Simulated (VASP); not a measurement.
Here is a VASP 6.6.1 calculation.

Contents of INCAR:

```
PREC     = Accurate       # precision mode
ENCUT    = 520            # plane-wave cutoff, eV
EDIFF    = 1E-7           # SCF threshold, eV
ISMEAR   = 0              # smearing method
SIGMA    = 0.1            # smearing width, eV
LREAL    = False          # projectors in reciprocal space
LASPH    = True           # aspherical terms in the spheres
NELM     = 60             # most SCF steps
ALGO     = Normal         # electronic algorithm
ISIF     = 2              # what is computed and relaxed
LWAVE    = False          # write WAVECAR
LCHARG   = False          # write CHGCAR
LDIPOL   = True         
IDIPOL   = 3            
DIPOL    = 0.5 0.5 0.499
GGA      = PS             # functional
NBANDS   = 36             # bands
```

The input KPOINTS:

```
Automatic mesh
0
Gamma
  10 7 1
```

Contents of POSCAR:

```
AlNi
1.0
    2.8621655520      0.0000000000      0.0000000000
    0.0000000000      4.0477133414      0.0000000000
    0.0000000000      0.0000000000     23.0715700121
Al Ni
4 4
Direct
    0.0000000000      0.5000000000      0.3684187940
    0.0000000000      0.0000000000      0.4561395980
    0.0000000000      0.5000000000      0.5436766411
    0.0000000000      0.0000000000      0.6343693346
    0.5000000000      0.0000000000      0.3684187940
    0.5000000000      0.5000000000      0.4561395980
    0.5000000000      0.0000000000      0.5425229819
    0.5000000000      0.5000000000      0.6262368633
```

Potentials or basis: VASP PAW PBE potentials, release 64 (Al, Ni).

Run with:

```sh
$ cat potpaw_PBE.64/Al/POTCAR potpaw_PBE.64/Ni/POTCAR > POTCAR
$ mpirun -np 1 vasp_std > vasp.out
```

Problem. Estimate the largest force.

Solution. 0.708 eV/Å.

Problem. Predict the band gap on the k mesh.

Solution. Zero (bands 26 and 27 overlap by 1.27 eV).

Forces on the atoms (eV/Å):
```
Al   0.000  0.000 -0.511
Al   0.000  0.000 -0.506
Al   0.000  0.000 -0.005
Al   0.000  0.000 -0.004
Ni   0.000  0.000  0.708
Ni   0.000  0.000  0.296
Ni   0.000  0.000  0.002
Ni   0.000  0.000  0.021
```

Caveat: the PAW data sets were made with another functional, which shifts forces and pressure a little. Spin polarisation is off, so any magnetic state and its effect on volume and gap are missing.
